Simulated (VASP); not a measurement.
# MgO (Ama2) in VASP: notebook

The runs below take MgO through single point, with PBE.

Everything below comes from runs of VASP 6.6.1. Logs are shortened: lines on timing, memory, paths and dates and some standing lists are left out, and cuts for length are marked.

**1. The cell of the first run**

Symmetry: Ama2, No. 40, orthorhombic system. Conventional cell: a = 3.943 Å, b = 6.313 Å, c = 3.645 Å, α = 90.00°, β = 90.00°, γ = 90.00°. Mg (site symmetry m) has 5 O at 1.97 to 2.19 Å within 2.6 Å. Within 2.6 Å of O (site symmetry m) lie 5 Mg at 1.97 to 2.19 Å.

**2. Single point, PBE (mode 8 frozen in at -0.060 Å, strain +e along z and -e/2 along x and y -0.0700)**

INCAR

```
SYSTEM = MgO
PREC = Accurate
ENCUT = 520
EDIFF = 1E-6
ISMEAR = 0
SIGMA = 0.05
LREAL = .FALSE.
LASPH = .TRUE.
NELM = 80
ALGO = Normal
ISIF = 2
LWAVE = .FALSE.
LCHARG = .FALSE.
GGA = PE
NBANDS = 16
```

KPOINTS

```
Automatic mesh
0
G
  9 9 6
  0 0 0
```

POSCAR

```
MgO
1.0
    3.6445625691      0.0000000000      0.0000000000
   -1.8222812846      3.1562837705      0.0000000000
    0.0000000000      0.0000000000      3.9426256573
Mg O
2 2
Direct
    0.6778828062      0.3333333333      0.7500000000
    0.3445494728      0.6666666667      0.2500000000
    0.6496275848      0.3333333333      0.2500000000
    0.3162942515      0.6666666667      0.7500000000
```

Potentials or basis: VASP PAW PBE potentials, release 64 (Mg, O).

Launch:

```console
> cat potpaw_PBE.64/Mg/POTCAR potpaw_PBE.64/O/POTCAR > POTCAR
> mpirun -np 1 vasp_std > vasp.out
```

OUTCAR:

```text
SYSTEM = MgO
   PREC = Accurate
   ENCUT = 520
   EDIFF = 1E-6
   ISMEAR = 0
   LREAL = .FALSE.
   LASPH = .TRUE.
   NELM = 80
   ISIF = 2
   GGA = PE

 ion  position               nearest neighbor table
   1  0.678  0.333  0.750-   3 1.97   3 1.97   4 2.02   4 2.11   4 2.19   2 2.88   2 2.88   2 2.88
                             2 2.88   2 2.88   2 2.88
   2  0.345  0.667  0.250-   4 1.97   4 1.97   3 2.02   3 2.11   3 2.19   1 2.88   1 2.88   1 2.88
                             1 2.88   1 2.88   1 2.88
   3  0.650  0.333  0.250-   1 1.97   1 1.97   2 2.02   2 2.11   2 2.19
   4  0.316  0.667  0.750-   2 1.97   2 1.97   1 2.02   1 2.11   1 2.19

  LATTYP: Found a hexagonal cell.
 ALAT       =     3.6445625691
 C/A-ratio  =     1.0817829527

  Lattice vectors:

 A1 = (   3.6445625691,   0.0000000000,   0.0000000000)
 A2 = (  -1.8222812846,   3.1562837705,   0.0000000000)
 A3 = (   0.0000000000,   0.0000000000,   3.9426256573)

Analysis of symmetry for initial positions (statically):
=====================================================================
 Subroutine PRICEL returns:
 Original cell was already a primitive cell.

 Routine SETGRP: Setting up the symmetry group for a
 hexagonal supercell.

 Subroutine GETGRP returns: Found  4 space group operations
 (whereof  2 operations were pure point group operations)
 out of a pool of 24 trial point group operations.

The static configuration has the point symmetry C_2 .
 The point group associated with its full space group is C_2v.

Analysis of symmetry for dynamics (positions and initial velocities):
=====================================================================
 Subroutine PRICEL returns:
 Original cell was already a primitive cell.

 Routine SETGRP: Setting up the symmetry group for a
 hexagonal supercell.

 Subroutine GETGRP returns: Found  4 space group operations
 (whereof  2 operations were pure point group operations)
 out of a pool of 24 trial point group operations.

The dynamic configuration has the point symmetry C_2 .
 The point group associated with its full space group is C_2v.

 Subroutine INISYM returns: Found  4 space group operations
 (whereof  2 operations are pure point group operations),
 and found     1 'primitive' translations

----------------------------------------------------------------------------------------

[... 91 lines left out ...]
   LNONCOLLINEAR =      F non collinear calculations
   LSORBIT =      F    spin-orbit coupling
   LASPH  =      T    aspherical Exc in radial PAW
   ENCUT  =  520.0 eV  38.22 Ry    6.18 a.u.   6.78  6.78  7.33*2*pi/ulx,y,z
   NELM   =     80;   NELMIN=  2; NELMDL= -5     # of ELM steps
   EDIFF  = 0.1E-05   stopping-criterion for ELM
   LREAL  =      F    real-space projection
   EDIFFG = 0.1E-04   stopping-criterion for IOM
   NSW    =      0    number of steps for IOM
   IBRION =     -1    ionic relax: 0-MD 1-quasi-New 2-CG
   NFREE  =      0    steps in history (QN), initial steepest desc. (CG)
   ISIF   =      2    stress and relaxation
   ISYM   =      2    0-nonsym 1-usesym 2-fastsym
   POTIM  = 0.5000    time-step for ionic-motion
   TEBEG  =    0.0;   TEEND  =   0.0 temperature during run
   PSTRESS=    0.0 pullay stress
   NELECT =      16.0000    total number of electrons
   NUPDOWN=      -1.0000    fix difference up-down
   EMIN   =  10.00;   EMAX   =-10.00  energy-range for DOS
   EFERMI =   0.00;   METHOD = LEGACY
   ISMEAR =     0;   SIGMA  =   0.05  broadening in eV -4-tet -1-fermi 0-gaus
   EFERMI_NEDOS =   21; number of points for ismear=-14 and -15
   IALGO  =     38    algorithm
   IMIX   =      4    mixing-type and parameters
     AMIX     =   0.40;   BMIX     =  1.00
     AMIX_MAG =   1.60;   BMIX_MAG =  1.00
  volume/ion in A,a.u.               =      11.34        76.51
  Fermi-wavevector in a.u.,A,eV,Ry     =   1.156767  2.185972 18.206085  1.338109
  Thomas-Fermi vector in A             =   2.293384
   LORBIT       =      0    0 simple, 1 ext, 2 COOP (PROOUT), +10 PAW based schemes
   GGA     = PE    functional components
   LHFCALC =     F    Hartree Fock is set to
   AEXX    =    0.0000 exact exchange contribution
   IVDW    =     0    specifies the selected vdW correction
   LEPSILON=     F    determine dielectric tensor
   LRPA    =     F    only Hartree local field effects (RPA)
 non-spin polarized calculation
 Gauss-broadening in eV      SIGMA  =   0.05
  energy-cutoff  :      520.00
  volume of cell :       45.35
 maximum number of plane-waves:      1239
   NGX = 13   NGY = 13   NGZ = 15

 number of electron      16.0000005 magnetization

 Free energy of the ion-electron system (eV)
  ---------------------------------------------------
  ext. energy  EPLUGINS =         0.00000000
  ---------------------------------------------------
  free energy    TOTEN  =       -23.42615097 eV

  energy without entropy =      -23.42615097  energy(sigma->0) =      -23.42615097

 E-fermi :   1.8435     XC(G=0):  -9.8932

 val. band max:        1.5862134412   @ k =   0.0000   0.0000   0.0000
 cond. band min:       5.0027318840   @ k =   0.0000   0.0000   0.0000
 fundamental gap:      3.4165184428
 Fermi energy:         1.8434817360

 k-point     1 :       0.0000    0.0000    0.0000
  band No.  band energies     occupation
      1     -15.0819      2.00000
      2     -13.6296      2.00000
      3      -1.5392      2.00000
      4      -0.0904      2.00000
      5      -0.0845      2.00000
      6       1.1062      2.00000
[... 433 lines left out ...]
      3      -1.7365      2.00000
      4      -0.4908      2.00000
      5      -0.3498      2.00000
      6       0.0208      2.00000
[... 8 lines left out ...]
     15      16.1313      0.00000
     16      16.7677      0.00000

 [... further k-points ...]
[... 5 lines left out ...]
  --------------------------------------------------------------------------------------
  -------------------------------------------------------------------------------------
  Total       -0.6001122     -0.8366684      4.8987462      0.0000000      0.0000000      0.0000000
  in kB      -21.2000074    -29.5567698    173.0567445      0.0000000      0.0000000      0.0000000
  external PRESSURE =      40.7666558 kB  Pullay stress =       0.0000000 kB

 VOLUME and BASIS-vectors are now :
 -----------------------------------------------------------------------------
  energy-cutoff  :      520.00
  volume of cell :       45.35
      direct lattice vectors                 reciprocal lattice vectors
     3.644562569  0.000000000  0.000000000     0.274381351  0.158414147  0.000000000
    -1.822281285  3.156283770  0.000000000     0.000000000  0.316828293  0.000000000
     0.000000000  0.000000000  3.942625657     0.000000000  0.000000000  0.253638080

 POSITION                                       TOTAL-FORCE (eV/Angst)
 -----------------------------------------------------------------------------------
      1.86316      1.05209      2.95697        -0.524880     -0.091933      0.000000
      0.04088      2.10419      0.98566        -0.524880      0.091933      0.000000
      1.76018      1.05209      0.98566         0.524880     -0.096072      0.000000
     -0.06210      2.10419      2.95697         0.524880      0.096072      0.000000
 -----------------------------------------------------------------------------------
    total drift:                                0.000194      0.000003     -0.000000

  FREE ENERGIE OF THE ION-ELECTRON SYSTEM (eV)
  ---------------------------------------------------
  free  energy   TOTEN  =       -23.4261509685 eV

  energy  without entropy=      -23.4261509685  energy(sigma->0) =      -23.42615097
```

stdout:

```text
POSCAR found type information on POSCAR MgO
 POSCAR found :  2 types and       4 ions
 scaLAPACK will be used
 LDA part: xc-table for (Slater+PW92), standard interpolation
 POSCAR, INCAR and KPOINTS ok, starting setup
 FFT: planning ... GRIDC
 FFT: planning ... GRID_SOFT
 FFT: planning ... GRID
 WAVECAR not read
 entering main loop
```

Wall time 26 s (1 thread of AMD EPYC 9R45 (Zen 5), shared host); peak memory 0.17 GiB.

What came out:

```yaml
Free_energy: -23.4262 eV
Pressure: 4.1 GPa
Largest_force: 0.534 eV/Å
Band_gap_on_the_k_mesh: 3.42 eV, direct
```

Forces in eV/Å, atoms in the order of the input:
```
Mg  -0.525 -0.092  0.000
Mg  -0.525  0.092  0.000
O    0.525 -0.096  0.000
O    0.525  0.096  0.000
```

Levels at points of the mesh, in eV from the valence-band top:
```csv
k point,band 6,band 7,band 8,band 9,band 10,band 11
"(0.00, 0.00, 0.00)",-0.48,-0.48,0.00,3.42,9.85,11.91
"(0.00, 0.00, 0.50)",-1.19,-1.00,-1.00,6.56,6.56,12.17
```

Caveat: the cell differs from its parent crystal (mode 8 frozen in at -0.060 Å, strain +e along z and -e/2 along x and y -0.0700).

**3. Single point, PBE (mode 8 frozen in at -0.060 Å, strain +e along z and -e/2 along x and y +0.0233)**

INCAR

```
PREC = Accurate ; ENCUT = 520
EDIFF = 1E-6 ; ISMEAR = 0
SIGMA = 0.05 ; LREAL = F
LASPH = T ; NELM = 100
ALGO = Normal ; ISIF = 2
LWAVE = F ; LCHARG = T
GGA = PE ; LELF = T
LVHAR = T ; NBANDS = 16
```

KPOINTS

```
Automatic mesh
0
Gamma
  9 9 6
```

POSCAR

```
MgO
1.0
    3.4802931548      0.0000000000      0.0000000000
   -1.7401465774      3.0140222847      0.0000000000
    0.0000000000      0.0000000000      4.3381600378
Mg O
2 2
Direct
    0.6778828062      0.3333333333      0.7500000000
    0.3445494728      0.6666666667      0.2500000000
    0.6496275848      0.3333333333      0.2500000000
    0.3162942515      0.6666666667      0.7500000000
```

Potentials or basis: VASP PAW PBE potentials, release 64 (Mg, O).

Launch:

```console
> cat potpaw_PBE.64/Mg/POTCAR potpaw_PBE.64/O/POTCAR > POTCAR
> mpirun -np 1 vasp_std > vasp.out
```

Run time: 24 s. Hardware: 1 thread of AMD EPYC 9R45 (Zen 5), shared host; peak memory 0.17 GiB.

It converged, with:

```
Free energy            : -23.5663 eV
Pressure               : 0.5 GPa
Largest force          : 0.951 eV/Å
Band gap on the k mesh : 3.20 eV, direct
```

Forces on the atoms (eV/Å):
```
Mg  -0.939 -0.154  0.000
Mg  -0.939  0.154  0.000
O    0.939 -0.156  0.000
O    0.939  0.156  0.000
```

Stress tensor (GPa, compression positive):
```
 3.22  0.00  0.00
 0.00  2.18  0.00
 0.00  0.00 -3.92
```

Levels at points of the mesh, in eV from the valence-band top:
| k point | band 4 | band 5 | band 6 | band 7 | band 8 | band 9 | band 10 | band 11 | band 12 | band 13 |
| --- | --- | --- | --- | --- | --- | --- | --- | --- | --- | --- |
| (0.00, 0.00, 0.00) | -1.67 | -1.66 | -0.85 | -0.85 | 0.00 | 3.20 | 9.01 | 11.58 | 12.53 | 12.54 |
| (0.00, 0.00, 0.50) | -2.39 | -1.36 | -1.36 | -1.18 | -1.18 | 6.19 | 6.19 | 12.82 | 12.82 | 12.95 |

Caveat: the cell differs from its parent crystal (mode 8 frozen in at -0.060 Å, strain +e along z and -e/2 along x and y +0.0233).

**4. Single point, PBE (mode 8 frozen in at -0.030 Å, strain +e along z and -e/2 along x and y +0.0467)**

INCAR

```
SYSTEM = MgO
  PREC = Accurate
  ENCUT = 520
  EDIFF = 1E-6
  ISMEAR = 0
  SIGMA = 0.05
  LREAL = .FALSE.
  LASPH = .TRUE.
  NELM = 100
  ALGO = Normal
  ISIF = 2
  LWAVE = .FALSE.
  LCHARG = .FALSE.
  GGA = PE
  NBANDS = 16
```

KPOINTS

```
regular mesh
0
G
  9 9 6
  0 0 0
```

POSCAR

```
MgO
1.0
    3.4390937518      0.0000000000      0.0000000000
   -1.7195468759      2.9783425551      0.0000000000
    0.0000000000      0.0000000000      4.4373615866
Mg O
2 2
Direct
    0.6722747364      0.3333333333      0.7500000000
    0.3389414031      0.6666666667      0.2500000000
    0.6581471257      0.3333333333      0.2500000000
    0.3248137924      0.6666666667      0.7500000000
```

Launch:

```console
> cat potpaw_PBE.64/Mg/POTCAR potpaw_PBE.64/O/POTCAR > POTCAR
> mpirun -np 1 vasp_std > vasp.out
```

Wall time 29 s (1 thread of AMD EPYC 9R45 (Zen 5), shared host); peak memory 0.18 GiB.

Results (log left out):

| Item | Value |
| --- | --- |
| Free energy | -23.5836 eV |
| Pressure | 0.8 GPa |
| Largest force | 0.519 eV/Å |
| Band gap on the k mesh | 3.18 eV, direct |

Forces on the atoms (eV/Å):
```
Mg  -0.517 -0.043  0.000
Mg  -0.517  0.043  0.000
O    0.517 -0.043  0.000
O    0.517  0.043  0.000
```

Stress tensor (GPa, compression positive):
```
 4.26  0.00  0.00
 0.00  3.98  0.00
 0.00  0.00 -5.96
```

Levels at points of the mesh, in eV from the valence-band top:
| k point | band 6 | band 7 | band 8 | band 9 | band 10 | band 11 |
| --- | --- | --- | --- | --- | --- | --- |
| (0.00, 0.00, 0.00) | -0.93 | -0.93 | 0.00 | 3.18 | 8.94 | 11.27 |
| (0.00, 0.00, 0.50) | -1.35 | -1.26 | -1.26 | 6.14 | 6.14 | 13.09 |

Caveat: the cell differs from its parent crystal (mode 8 frozen in at -0.030 Å, strain +e along z and -e/2 along x and y +0.0467).

**5. The runs side by side**

```tsv
cell	gap on the mesh (eV)	pressure (GPa)	largest force (eV/Å)
a = 3.645, b = 3.645, c = 3.943 Å, angles 90.0, 90.0, 120.0°, 4 atoms	3.42	4.1	0.53
a = 3.480, b = 3.480, c = 4.338 Å, angles 90.0, 90.0, 120.0°, 4 atoms	3.20	0.5	0.95
a = 3.439, b = 3.439, c = 4.437 Å, angles 90.0, 90.0, 120.0°, 4 atoms	3.18	0.8	0.52
```

Alike in all rows: task single point; level PBE; potentials or basis VASP PAW PBE potentials, release 64 (Mg, O); no spin polarisation; k mesh 9 × 9 × 6; cutoff (eV) 520; smearing gaussian 0.05 eV.

Total energies depend on the potentials used, so only differences within one code and one set of settings carry meaning.
